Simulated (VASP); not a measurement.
# Ni in VASP: a series of runs

Runs on Ni. Level: PBE. Tasks: single point.

Everything below comes from runs of VASP 6.6.1. Logs are shortened: lines on timing, memory, paths and dates and some standing lists are left out, and cuts for length are marked.

## Step 1: The cell of the first run

Symmetry: I4/mmm, No. 139, tetragonal system. Conventional cell: a = 2.612 Å, b = 2.612 Å, c = 3.166 Å, α = 90.00°, β = 90.00°, γ = 90.00°. Within 3.2 Å of Ni (site symmetry 4/mmm) lie 14 Ni at 2.43 to 3.17 Å.

## Step 2: Single point, PBE, collinear spin, ferromagnetic start

File INCAR:

```
SYSTEM = Ni
  ALGO = Normal
  EDIFF = 1E-7
  ENCUT = 520
  GGA = PE
  ISIF = 2
  ISMEAR = 0
  ISPIN = 2
  LASPH = .True.
  LCHARG = .False.
  LMAXMIX = 4
  LORBIT = 11
  LREAL = .False.
  LWAVE = .False.
  MAGMOM = 0.75
  NBANDS = 15
  NELM = 150
  PREC = Accurate
  SIGMA = 0.15
```

File KPOINTS:

```
k-points
0
Gamma
  22 22 22
  0 0 0
```

File POSCAR:

```
Ni
1.0
    0.0000000000      1.8469991607      1.5831421377
    1.8469991607      0.0000000000      1.5831421377
    1.8469991607      1.8469991607      0.0000000000
Ni
1
Direct
    0.0000000000      0.0000000000      0.0000000000
```

Potentials or basis: VASP PAW PBE potentials, release 64 (Ni).

Launch:

```
$ cat potpaw_PBE.64/Ni/POTCAR > POTCAR
$ mpirun -np 1 vasp_std > vasp.out
```

OUTCAR:

```text
SYSTEM = Ni
   EDIFF = 1E-7
   ENCUT = 520
   GGA = PE
   ISIF = 2
   ISMEAR = 0
   ISPIN = 2
   LASPH = .True.
   LORBIT = 11
   LREAL = .False.
   NELM = 150
   PREC = Accurate

 ion  position               nearest neighbor table
   1  0.000  0.000  0.000-

  LATTYP: Found a body centered tetragonal cell.
 ALAT       =     2.6120512628
 C/A-ratio  =     1.2121830534

  Lattice vectors:

 A1 = (   0.0000000000,  -1.8469991607,  -1.5831421377)
 A2 = (   0.0000000000,   1.8469991607,  -1.5831421377)
 A3 = (   1.8469991607,   0.0000000000,   1.5831421377)

Analysis of symmetry for initial positions (statically):
=====================================================================
 Subroutine PRICEL returns:
 Original cell was already a primitive cell.

 Routine SETGRP: Setting up the symmetry group for a
 body centered tetragonal supercell.

 Subroutine GETGRP returns: Found 16 space group operations
 (whereof 16 operations were pure point group operations)
 out of a pool of 16 trial point group operations.

The static configuration has the point symmetry D_4h.

Analysis of symmetry for dynamics (positions and initial velocities):
=====================================================================
 Subroutine PRICEL returns:
 Original cell was already a primitive cell.

 Routine SETGRP: Setting up the symmetry group for a
 body centered tetragonal supercell.

 Subroutine GETGRP returns: Found 16 space group operations
 (whereof 16 operations were pure point group operations)
 out of a pool of 16 trial point group operations.

The dynamic configuration has the point symmetry D_4h.

Analysis of structural, dynamic, and magnetic symmetry:
=====================================================================
 Subroutine PRICEL returns:
 Original cell was already a primitive cell.

 Routine SETGRP: Setting up the symmetry group for a
 body centered tetragonal supercell.

 Subroutine GETGRP returns: Found 16 space group operations
 (whereof 16 operations were pure point group operations)
 out of a pool of 16 trial point group operations.

The overall configuration has the point symmetry D_4h.

 Subroutine INISYM returns: Found 16 space group operations
 (whereof 16 operations are pure point group operations),
 and found     1 'primitive' translations

----------------------------------------------------------------------------------------

                                     Primitive cell

  volume of cell :      10.8015

  direct lattice vectors                    reciprocal lattice vectors
     0.000000000  1.846999161  1.583142138    -0.270709381  0.270709381  0.315827611
     1.846999161  0.000000000  1.583142138     0.270709381 -0.270709381  0.315827611
     1.846999161  1.846999161  0.000000000     0.270709381  0.270709381 -0.315827611

  length of vectors
     2.432641553  2.432641553  2.612051263     0.496300532  0.496300532  0.496300532

  position of ions in fractional coordinates (direct lattice)
     0.000000000  0.000000000  0.000000000

  ion indices of the primitive-cell ions
   primitive index   ion index
                 1           1

----------------------------------------------------------------------------------------

 KPOINTS: k-points

Automatic generation of k-mesh.
 Grid dimensions read from file:
 generate k-points for:   22   22   22

 Generating k-lattice:

  Cartesian coordinates                     Fractional coordinates (reciprocal lattice)
    -0.012304972  0.012304972  0.014355801     0.045454545  0.000000000  0.000000000
     0.012304972 -0.012304972  0.014355801     0.000000000  0.045454545  0.000000000
     0.012304972  0.012304972 -0.014355801    -0.000000000 -0.000000000  0.045454545

  Length of vectors
     0.022559115  0.022559115  0.022559115

  Shift w.r.t. Gamma in fractional coordinates (k-lattice)
     0.000000000  0.000000000  0.000000000

 Subroutine IBZKPT returns following result:
 ===========================================

 Found    834 irreducible k-points:

 Following reciprocal coordinates:
            Coordinates               Weight
  0.000000  0.000000  0.000000      1.000000
  0.045455  0.000000  0.000000      8.000000
  0.090909  0.000000  0.000000      8.000000
  0.136364  0.000000  0.000000      8.000000
  0.181818  0.000000  0.000000      8.000000
  0.227273  0.000000  0.000000      8.000000
[... 16 lines left out ...]
  0.500000  0.045455  0.000000      8.000000
 -0.454545  0.045455  0.000000      8.000000
 [... further k-points ...]
   k-points           NKPTS =    834   k-points in BZ     NKDIM =    834   number of bands    NBANDS=     15
   number of dos      NEDOS =    301   number of ions     NIONS =      1
   total plane-waves  NPLWV =   6480
   dimension x,y,z NGX =    18 NGY =   18 NGZ =   20
   dimension x,y,z NGXF=    36 NGYF=   36 NGZF=   40
   ions per type =               1
   NGX,Y,Z   is equivalent  to a cutoff of  12.30, 12.30, 12.73 a.u.
   NGXF,Y,Z  is equivalent  to a cutoff of  24.60, 24.60, 25.46 a.u.
 SYSTEM =  Ni
   PREC   = accura    normal or accurate (medium, high low for compatibility)
   ISTART =      0    job   : 0-new  1-cont  2-samecut
   ICHARG =      2    charge: 1-file 2-atom 10-const
   ISPIN  =      2    spin polarized calculation?
   LNONCOLLINEAR =      F non collinear calculations
   LSORBIT =      F    spin-orbit coupling
   LASPH  =      T    aspherical Exc in radial PAW
   ENCUT  =  520.0 eV  38.22 Ry    6.18 a.u.   4.52  4.52  4.86*2*pi/ulx,y,z
   NELM   =    150;   NELMIN=  2; NELMDL= -5     # of ELM steps
   EDIFF  = 0.1E-06   stopping-criterion for ELM
   LREAL  =      F    real-space projection
   EDIFFG = 0.1E-05   stopping-criterion for IOM
   NSW    =      0    number of steps for IOM
   IBRION =     -1    ionic relax: 0-MD 1-quasi-New 2-CG
   NFREE  =      0    steps in history (QN), initial steepest desc. (CG)
   ISIF   =      2    stress and relaxation
   ISYM   =      2    0-nonsym 1-usesym 2-fastsym
   POTIM  = 0.5000    time-step for ionic-motion
   TEBEG  =    0.0;   TEEND  =   0.0 temperature during run
   PSTRESS=    0.0 pullay stress
   NELECT =      10.0000    total number of electrons
   NUPDOWN=      -1.0000    fix difference up-down
   EMIN   =  10.00;   EMAX   =-10.00  energy-range for DOS
   EFERMI =   0.00;   METHOD = LEGACY
   ISMEAR =     0;   SIGMA  =   0.15  broadening in eV -4-tet -1-fermi 0-gaus
   EFERMI_NEDOS =   21; number of points for ismear=-14 and -15
   IALGO  =     38    algorithm
   IMIX   =      4    mixing-type and parameters
     AMIX     =   0.40;   BMIX     =  1.00
     AMIX_MAG =   1.60;   BMIX_MAG =  1.00
  volume/ion in A,a.u.               =      10.80        72.89
  Fermi-wavevector in a.u.,A,eV,Ry     =   1.595562  3.015175 34.637965  2.545819
  Thomas-Fermi vector in A             =   2.693461
   LORBIT       =     11    0 simple, 1 ext, 2 COOP (PROOUT), +10 PAW based schemes
   GGA     = PE    functional components
   LHFCALC =     F    Hartree Fock is set to
   AEXX    =    0.0000 exact exchange contribution
   IVDW    =     0    specifies the selected vdW correction
   LEPSILON=     F    determine dielectric tensor
   LRPA    =     F    only Hartree local field effects (RPA)
 spin polarized calculation
 Gauss-broadening in eV      SIGMA  =   0.15
  energy-cutoff  :      520.00
  volume of cell :       10.80
 maximum number of plane-waves:       305
   NGX =  9   NGY =  9   NGZ =  9

 number of electron      10.0000005 magnetization       0.6013350

 Free energy of the ion-electron system (eV)
  ---------------------------------------------------
  ext. energy  EPLUGINS =         0.00000000
  ---------------------------------------------------
  free energy    TOTEN  =        -5.43614539 eV

  energy without entropy =       -5.41585301  energy(sigma->0) =       -5.42599920

 E-fermi :   9.4328     XC(G=0): -13.2959

 val. band max:        9.4319872786   @ k =  -0.4091   0.2273   0.1818
 cond. band min:       9.4330680982   @ k =   0.4091   0.0000   0.1364
 fundamental gap:      0.0010808196
 Fermi energy:         9.4327827942

 spin component 1

 k-point     1 :       0.0000    0.0000    0.0000
  band No.  band energies     occupation
      1       0.4185      1.00000
      2       6.8604      1.00000
      3       6.8604      1.00000
      4       7.6869      1.00000
      5       7.6946      1.00000
      6       8.6022      1.00000
      7      33.7603      0.00000
      8      36.7088      0.00000
      9      36.7088      0.00000
     10      38.6882      0.00000
     11      39.9029      0.00000
     12      40.8116      0.00000
     13      40.8116      0.00000
     14      42.3862      0.00000
     15      45.3979      0.00000

 k-point     2 :       0.0455    0.0000    0.0000
  band No.  band energies     occupation
      1       0.5008      1.00000
      2       6.8590      1.00000
      3       6.8775      1.00000
      4       7.6823      1.00000
      5       7.6950      1.00000
      6       8.5901      1.00000
      7      33.4799      0.00000
      8      35.9151      0.00000
      9      36.5321      0.00000
     10      38.0529      0.00000
     11      40.2816      0.00000
     12      40.9483      0.00000
     13      41.2068      0.00000
     14      43.2151      0.00000
     15      44.6734      0.00000
[... 365 lines left out ...]
      3       7.5866      1.00000
      4       8.3086      1.00000
      5       9.0962      0.99925
      6       9.7341      0.00225
      7      15.3727      0.00000
      8      30.2904      0.00000
      9      31.2036      0.00000
     10      35.9168      0.00000
     11      37.3231      0.00000
     12      39.0594      0.00000
     13      46.2039      0.00000
     14      51.3736      0.00000
     15      55.4244      0.00000

 k-point    24 :      -0.4545    0.0455    0.0000
  band No.  band energies     occupation
      1       4.6667      1.00000
      2       6.6202      1.00000
      3       7.5656      1.00000
      4       8.3140      1.00000
      5       9.0450      0.99987
      6       9.5399      0.15624
      7      15.7136      0.00000
      8      30.4114      0.00000
      9      31.5268      0.00000
     10      35.7372      0.00000
     11      36.5614      0.00000
     12      39.2230      0.00000
     13      46.7668      0.00000
     14      52.6863      0.00000
     15      55.0452      0.00000

 [... further k-points ...]

 spin component 2

 k-point     1 :       0.0000    0.0000    0.0000
  band No.  band energies     occupation
      1       0.3917      1.00000
      2       7.5962      1.00000
      3       7.5962      1.00000
      4       8.3026      1.00000
      5       8.3599      1.00000
      6       9.1271      0.99803
      7      33.6174      0.00000
      8      36.6426      0.00000
      9      36.6426      0.00000
     10      38.7559      0.00000
     11      39.9161      0.00000
     12      40.9535      0.00000
     13      40.9535      0.00000
     14      42.2751      0.00000
     15      45.6111      0.00000

 k-point     2 :       0.0455    0.0000    0.0000
  band No.  band energies     occupation
      1       0.4741      1.00000
      2       7.5935      1.00000
      3       7.6137      1.00000
      4       8.3028      1.00000
      5       8.3547      1.00000
      6       9.1144      0.99866
      7      33.3614      0.00000
      8      35.8694      0.00000
      9      36.4855      0.00000
     10      38.1149      0.00000
     11      40.2775      0.00000
     12      41.0659      0.00000
     13      41.2765      0.00000
     14      43.1754      0.00000
     15      44.8690      0.00000
[... 365 lines left out ...]
      3       8.1120      1.00000
      4       8.7419      1.00000
      5       9.8605      0.00003
      6       9.9675      0.00000
      7      15.7728      0.00000
      8      30.2044      0.00000
      9      31.3058      0.00000
     10      35.9968      0.00000
     11      37.3650      0.00000
     12      39.1091      0.00000
     13      46.2595      0.00000
     14      51.5082      0.00000
     15      56.7189      0.00000

 k-point    24 :      -0.4545    0.0455    0.0000
  band No.  band energies     occupation
      1       5.0656      1.00000
      2       7.2409      1.00000
      3       8.0665      1.00000
      4       8.7435      1.00000
      5       9.8074      0.00021
      6       9.8426      0.00006
      7      16.0862      0.00000
      8      30.3222      0.00000
      9      31.6294      0.00000
     10      35.8185      0.00000
     11      36.6046      0.00000
     12      39.2827      0.00000
     13      46.8143      0.00000
     14      52.7757      0.00000
     15      56.3023      0.00000

 [... further k-points ...]

------------------------ aborting loop because EDIFF is reached ----------------------------------------

  FORCE on cell =-STRESS in cart. coord.  units (eV):
  Direction    XX          YY          ZZ          XY          YZ          ZX
  --------------------------------------------------------------------------------------
  -------------------------------------------------------------------------------------
  Total       -0.0403967     -0.0403967      0.6057048      0.0000000     -0.0000000      0.0000000
  in kB       -5.9920249     -5.9920249     89.8438371      0.0000000     -0.0000000      0.0000000
  external PRESSURE =      25.9532624 kB  Pullay stress =       0.0000000 kB

 VOLUME and BASIS-vectors are now :
 -----------------------------------------------------------------------------
  energy-cutoff  :      520.00
  volume of cell :       10.80
      direct lattice vectors                 reciprocal lattice vectors
     0.000000000  1.846999161  1.583142138    -0.270709381  0.270709381  0.315827611
     1.846999161  0.000000000  1.583142138     0.270709381 -0.270709381  0.315827611
     1.846999161  1.846999161  0.000000000     0.270709381  0.270709381 -0.315827611

 POSITION                                       TOTAL-FORCE (eV/Angst)
 -----------------------------------------------------------------------------------
      0.00000      0.00000      0.00000        -0.000000      0.000000      0.000000
 -----------------------------------------------------------------------------------
    total drift:                                0.000000      0.000000      0.000000

  FREE ENERGIE OF THE ION-ELECTRON SYSTEM (eV)
  ---------------------------------------------------
  free  energy   TOTEN  =        -5.4361453919 eV

  energy  without entropy=       -5.4158530086  energy(sigma->0) =       -5.42599920

 total charge

# of ion       s       p       d       tot
------------------------------------------
    1        0.499   0.501   8.325   9.326

 magnetization (x)

# of ion       s       p       d       tot
------------------------------------------
    1       -0.006  -0.022   0.639   0.611
```

It took 2.2 min on 1 thread of Intel Xeon 6975P-C (Granite Rapids), shared host; peak memory 0.3 GiB.

What came out:

| Property | Result |
| --- | --- |
| Free energy | -5.4361 eV |
| Pressure | 2.6 GPa |
| Net moment | 0.60 μB per cell |
| Site moments | Ni +0.61 μB |
| Valence electrons inside the program's atomic spheres | Ni 9.33 |

Stress tensor (GPa, compression positive):
```
-0.60  0.00  0.00
 0.00 -0.60  0.00
 0.00  0.00  8.98
```

Caveat: the cell differs from its parent crystal (strain +e along x and -e along y +0.0000, strain +e along z and -e/2 along x and y -0.1000).

## Step 3: Single point, PBE, collinear spin, ferromagnetic start

File INCAR:

```
SYSTEM = Ni
PREC = Accurate
ENCUT = 520
EDIFF = 1E-6
ISMEAR = 0
SIGMA = 0.15
LREAL = .False.
LASPH = .True.
NELM = 150
ALGO = Normal
ISIF = 2
LWAVE = .False.
LCHARG = .False.
ISPIN = 2
MAGMOM = 0.75
LORBIT = 11
LMAXMIX = 4
GGA = PE
NBANDS = 15
```

File KPOINTS:

```
regular mesh
0
Gamma
  22 22 22
  0 0 0
```

File POSCAR:

```
Ni
1.0
    0.0000000000      1.8236038380      1.7590468197
    1.6944898014      0.0000000000      1.7590468197
    1.6944898014      1.8236038380      0.0000000000
Ni
1
Direct
    0.0000000000      0.0000000000      0.0000000000
```

Potentials or basis: VASP PAW PBE potentials, release 64 (Ni).

Launch:

```
$ cat potpaw_PBE.64/Ni/POTCAR > POTCAR
$ mpirun -np 1 vasp_std > vasp.out
```

OUTCAR:

```text
SYSTEM = Ni
   PREC = Accurate
   ENCUT = 520
   EDIFF = 1E-6
   ISMEAR = 0
   LREAL = .False.
   LASPH = .True.
   NELM = 150
   ISIF = 2
   ISPIN = 2
   LORBIT = 11
   GGA = PE

 ion  position               nearest neighbor table
   1  0.000  0.000  0.000-

  LATTYP: Found a face centered orthorhombic cell.
 ALAT       =     3.3889796028
 B/A-ratio  =     1.0380982041
 C/A-ratio  =     1.0761964082

  Lattice vectors:

 A1 = (   0.0000000000,   1.8236038380,  -1.7590468197)
 A2 = (   1.6944898014,   1.8236038380,   0.0000000000)
 A3 = (   1.6944898014,   0.0000000000,  -1.7590468197)

Analysis of symmetry for initial positions (statically):
=====================================================================
 Subroutine PRICEL returns:
 Original cell was already a primitive cell.

 Routine SETGRP: Setting up the symmetry group for a
 face centered orthorhombic supercell.

 Subroutine GETGRP returns: Found  8 space group operations
 (whereof  8 operations were pure point group operations)
 out of a pool of  8 trial point group operations.

[... 632 lines left out ...]
     12      40.0932      0.00000
     13      40.3320      0.00000
     14      42.5625      0.00000
[... 403 lines left out ...]
      4       8.6105      1.00000
      5       9.4884      0.15215
      6       9.9495      0.00000
      7      15.7350      0.00000
      8      30.7028      0.00000
      9      32.4991      0.00000
     10      34.9964      0.00000
     11      36.9094      0.00000
     12      38.7429      0.00000
     13      43.9576      0.00000
     14      53.7692      0.00000
     15      55.7482      0.00000

 [... further k-points ...]

------------------------ aborting loop because EDIFF is reached ----------------------------------------

  FORCE on cell =-STRESS in cart. coord.  units (eV):
  Direction    XX          YY          ZZ          XY          YZ          ZX
  --------------------------------------------------------------------------------------
  -------------------------------------------------------------------------------------
  Total        0.3011280     -0.2684925      0.1012590      0.0000000      0.0000000      0.0000000
  in kB       44.3797459    -39.5699793     14.9233814      0.0000000      0.0000000      0.0000000
  external PRESSURE =       6.5777160 kB  Pullay stress =       0.0000000 kB

 VOLUME and BASIS-vectors are now :
 -----------------------------------------------------------------------------
  energy-cutoff  :      520.00
  volume of cell :       10.87
      direct lattice vectors                 reciprocal lattice vectors
     0.000000000  1.823603838  1.759046820    -0.295074069  0.274182358  0.284244850
     1.694489801  0.000000000  1.759046820     0.295074069 -0.274182358  0.284244850
     1.694489801  1.823603838  0.000000000     0.295074069  0.274182358 -0.284244850

 POSITION                                       TOTAL-FORCE (eV/Angst)
 -----------------------------------------------------------------------------------
      0.00000      0.00000      0.00000         0.000000      0.000000      0.000000
 -----------------------------------------------------------------------------------
    total drift:                                0.000000     -0.000000      0.000000

  FREE ENERGIE OF THE ION-ELECTRON SYSTEM (eV)
  ---------------------------------------------------
  free  energy   TOTEN  =        -5.4694740724 eV

  energy  without entropy=       -5.4495781410  energy(sigma->0) =       -5.45952611

 total charge

# of ion       s       p       d       tot
------------------------------------------
    1        0.498   0.498   8.316   9.312

 magnetization (x)

# of ion       s       p       d       tot
------------------------------------------
    1       -0.006  -0.024   0.668   0.637
```

It took 3.4 min on 1 thread of AMD EPYC 9R45 (Zen 5), shared host; peak memory 0.41 GiB.

Results:

```yaml
Free_energy: -5.4695 eV
Pressure: 0.7 GPa
Net_moment: 0.63 μB per cell
Site_moments: Ni +0.64 μB
Valence_electrons_inside_the_program's_atomic_spheres: Ni 9.31
```

Caveat: the cell differs from its parent crystal (strain +e along x and -e along y -0.0367, strain +e along z and -e/2 along x and y +0.0000).
